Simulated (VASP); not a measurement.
# Ta (Im-3m) in VASP: a series of runs, part 2 of 2

VASP 6.6.1.

## 3. Single point, PBE

This run uses another cell than the first one, of 18.28 Å³/atom, 1.015 times its volume.

File INCAR:

```
SYSTEM = Ta
ALGO = Normal ; EDIFF = 1E-7
ENCUT = 520 ; GGA = PE
ISIF = 2 ; ISMEAR = 0
LASPH = .True. ; LCHARG = .True.
LELF = .True. ; LREAL = .False.
LVHAR = .True. ; LWAVE = .False.
NBANDS = 12 ; NELM = 80
PREC = Accurate ; SIGMA = 0.1
```

File KPOINTS:

```
k-points
0
Gamma
  18 18 18
  0 0 0
```

File POSCAR:

```
Ta
1.0
   -1.6593948213      1.6593948213      1.6593948213
    1.6593948213     -1.6593948213      1.6593948213
    1.6593948213      1.6593948213     -1.6593948213
Ta
1
Direct
    0.0000000000      0.0000000000      0.0000000000
```

Potentials or basis: VASP PAW PBE potentials, release 64 (Ta_pv).

Started as:

```console
> cat potpaw_PBE.64/Ta_pv/POTCAR > POTCAR
> mpirun -np 1 vasp_std > vasp.out
```

Wall time 12 s (1 thread of Intel Xeon 6975P-C (Granite Rapids), shared host); peak memory 0.17 GiB.

Results (log left out):

| Quantity | Value |
| --- | --- |
| Free energy | -11.8163 eV |
| Pressure | 0.1 GPa |

Levels at points of the mesh, in eV from the Fermi level:
| k point | band 1 | band 2 | band 3 | band 4 | band 5 | band 6 | band 7 | band 8 | band 9 | band 10 |
| --- | --- | --- | --- | --- | --- | --- | --- | --- | --- | --- |
| (0.00, 0.00, 0.00) | -33.14 | -33.14 | -33.14 | -7.87 | 0.72 | 0.72 | 0.72 | 3.95 | 3.95 | 14.64 |
| (0.50, 0.00, 0.00) | -34.26 | -33.50 | -33.15 | -4.32 | -1.51 | 1.51 | 3.82 | 4.83 | 7.65 | 11.48 |
| (0.50, 0.50, 0.50) | -33.92 | -33.92 | -33.92 | -3.73 | -3.73 | 6.71 | 6.71 | 6.71 | 8.51 | 8.51 |

Caveat: spin-orbit coupling is left out, which moves the levels of the heavy elements.

## 4. Relaxation of cell and atoms, PBE

File INCAR:

```
SYSTEM = Ta
PREC = Accurate
ENCUT = 600
EDIFF = 1E-7
ISMEAR = 0
SIGMA = 0.1
LREAL = .False.
LASPH = .True.
NELM = 80
ALGO = Normal
ISIF = 3
LWAVE = .False.
LCHARG = .False.
GGA = PE
IBRION = 2
NSW = 100
EDIFFG = -0.005
```

File KPOINTS:

```
regular mesh
0
Gamma
  18 18 18
  0 0 0
```

File POSCAR:

```
Ta
1.0
   -1.6512800000      1.6512800000      1.6512800000
    1.6512800000     -1.6512800000      1.6512800000
    1.6512800000      1.6512800000     -1.6512800000
Ta
1
Direct
    0.0000000000      0.0000000000      0.0000000000
```

Potentials or basis: VASP PAW PBE potentials, release 64 (Ta_pv).

Started as:

```console
> cat potpaw_PBE.64/Ta_pv/POTCAR > POTCAR
> mpirun -np 1 vasp_std > vasp.out
```

OUTCAR:

```text
SYSTEM = Ta
   PREC = Accurate
   ENCUT = 600
   EDIFF = 1E-7
   ISMEAR = 0
   LREAL = .False.
   LASPH = .True.
   NELM = 80
   ISIF = 3
   GGA = PE
   IBRION = 2
   NSW = 100
   EDIFFG = -0.005

 ion  position               nearest neighbor table
   1  0.000  0.000  0.000-

  LATTYP: Found a body centered cubic cell.
 ALAT       =     3.3025600000

  Lattice vectors:

 A1 = (  -1.6512800000,   1.6512800000,   1.6512800000)
 A2 = (   1.6512800000,  -1.6512800000,   1.6512800000)
 A3 = (   1.6512800000,   1.6512800000,  -1.6512800000)

Analysis of symmetry for initial positions (statically):
=====================================================================
 Subroutine PRICEL returns:
 Original cell was already a primitive cell.

 Routine SETGRP: Setting up the symmetry group for a
 body centered cubic supercell.

 Subroutine GETGRP returns: Found 48 space group operations
 (whereof 48 operations were pure point group operations)
 out of a pool of 48 trial point group operations.

The static configuration has the point symmetry O_h .

Analysis of symmetry for dynamics (positions and initial velocities):
=====================================================================
[... 165 lines left out ...]
  Total        0.3460714      0.3460714      0.3460714     -0.0000000     -0.0000000      0.0000000
  in kB       30.7860636     30.7860636     30.7860636     -0.0000000     -0.0000000      0.0000000
  external PRESSURE =      30.7860636 kB  Pullay stress =       0.0000000 kB
[... 57 lines left out ...]
--------------------------------------- Ionic step        3  -------------------------------------------

 number of electron      11.0000001 magnetization

 Free energy of the ion-electron system (eV)
  ---------------------------------------------------
  ext. energy  EPLUGINS =         0.00000000
  ---------------------------------------------------
  free energy    TOTEN  =       -11.81654036 eV

  energy without entropy =      -11.81045160  energy(sigma->0) =      -11.81349598

 E-fermi :   5.3719     XC(G=0): -12.5392

 val. band max:        5.3517888262   @ k =   0.1111   0.1111   0.0000
 cond. band min:       5.3731757204   @ k =   0.3333   0.1667   0.0556
 fundamental gap:      0.0213868942
 Fermi energy:         5.3719124013

 k-point     1 :       0.0000    0.0000    0.0000
  band No.  band energies     occupation
      1     -27.7695      2.00000
      2     -27.7695      2.00000
      3     -27.7695      2.00000
      4      -2.4948      2.00000
      5       6.0969      0.00000
      6       6.0969      0.00000
      7       6.0969      0.00000
      8       9.3155      0.00000
      9       9.3155      0.00000
[... 265 lines left out ...]
 k-point    24 :       0.3889    0.1111    0.0000
  band No.  band energies     occupation
      1     -28.8157      2.00000
      2     -28.1610      2.00000
      3     -27.8249      2.00000
      4       1.4362      2.00000
      5       3.9812      2.00000
      6       5.9766      0.00000
      7       9.0613      0.00000
      8      10.3272      0.00000
      9      13.1108      0.00000

 [... further k-points ...]
[... 5 lines left out ...]
  --------------------------------------------------------------------------------------
  -------------------------------------------------------------------------------------
  Total       -0.0030281     -0.0030281     -0.0030281     -0.0000000      0.0000000     -0.0000000
  in kB       -0.2652350     -0.2652350     -0.2652350     -0.0000000      0.0000000     -0.0000000
  external PRESSURE =      -0.2652350 kB  Pullay stress =       0.0000000 kB
[... 16 lines left out ...]
  FREE ENERGIE OF THE ION-ELECTRON SYSTEM (eV)
  ---------------------------------------------------
  free  energy   TOTEN  =       -11.8165403634 eV

  energy  without entropy=      -11.8104516004  energy(sigma->0) =      -11.81349598

 reached required accuracy - stopping structural energy minimisation
```

It took 20 s on 1 thread of Intel Xeon 6975P-C (Granite Rapids), shared host; peak memory 0.18 GiB.

What came out:

* Free energy: -11.8165 eV
* Relaxed volume: 18.29 Å³/atom
* Relaxed cell: a = 2.875 Å, b = 2.875 Å, c = 2.875 Å, α = 109.47°, β = 109.47°, γ = 109.47°
* Space group after relaxing (to 0.05 Å): Im-3m (No. 229)
* Energy gained by relaxing: 2.6 meV/atom
* Ionic steps: 3
* Pressure after relaxing: 0.0 GPa

The path:
| step | energy change (eV) | largest force (eV/Å) | pressure (GPa) | volume (Å³) |
| --- | --- | --- | --- | --- |
| 1 | 0.0000 | 0.0000 | 3.08 | 18.01 |
| 2 | 0.0103 | 0.0000 | -6.29 | 18.93 |
| 3 | -0.0026 | 0.0000 | -0.03 | 18.29 |

Final structure:
```
CELL_PARAMETERS angstrom
-1.65982 1.65982 1.65982
1.65982 -1.65982 1.65982
1.65982 1.65982 -1.65982
ATOMIC_POSITIONS crystal
Ta 0.00000 0.00000 0.00000
```

Caveat: spin-orbit coupling is left out, which moves the levels of the heavy elements. PBE usually gives volumes a little too large and moduli too small.

## 5. The runs side by side

| task | cell | k mesh | cutoff (eV) | gap on the mesh (eV) | pressure (GPa) |
| --- | --- | --- | --- | --- | --- |
| single point | a = 2.860 Å, angles 109.5°, 1 atom | 8 × 8 × 8 | 520 | none | 1.1 |
| single point | a = 2.874 Å, angles 109.5°, 1 atom | 18 × 18 × 18 | 520 | none | 0.1 |
| relaxation of cell and atoms | relaxed from a = 2.860 Å, angles 109.5°, 1 atom | 18 × 18 × 18 | 600 | none | 0.0 |

Alike in all rows: level PBE; potentials or basis VASP PAW PBE potentials, release 64 (Ta_pv); no spin polarisation; smearing gaussian 0.1 eV.

Caveats: spin-orbit coupling is left out, which moves the levels of the heavy elements.

Total energies depend on the potentials used, so only differences within one code and one set of settings carry meaning.
